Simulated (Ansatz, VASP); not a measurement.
## One calculation of C, two programs

```
C
1.0
     0.00000    1.78340    1.78340
     1.78340    0.00000    1.78340
     1.78340    1.78340    0.00000
C
2
Direct
  0.50000 0.50000 0.50000
  0.75000 0.75000 0.75000
```

Alike in both runs: task single point; functional LDA; k mesh 12 × 12 × 12; occupations gaussian, width 0.05 eV; no spin polarisation.

|  | VASP | Ansatz |
| --- | --- | --- |
| version | VASP 6.6.1 | Ansatz 0.2.0 |
| potentials or method | VASP PAW LDA potentials, release 64 (C), cutoff 520 eV | scalar-relativistic, plane waves, PAW |
| valence electrons in the cell | 8 | 8 |

VASP gave:

| Item | Value |
| --- | --- |
| gap on the k mesh at the Fermi level (eV) | 4.12 |
| least direct gap on the mesh (eV) | 5.54 |
| pressure (GPa) | -11.7 |

Task: What did Ansatz give for the same quantities?

Result: gap on the k mesh at the Fermi level (eV): 4.13; least direct gap on the mesh (eV): 5.54; pressure (GPa): -13.1.

LDA's correlation is that of Perdew and Zunger in VASP and of Perdew and Wang (1992) in Ansatz.
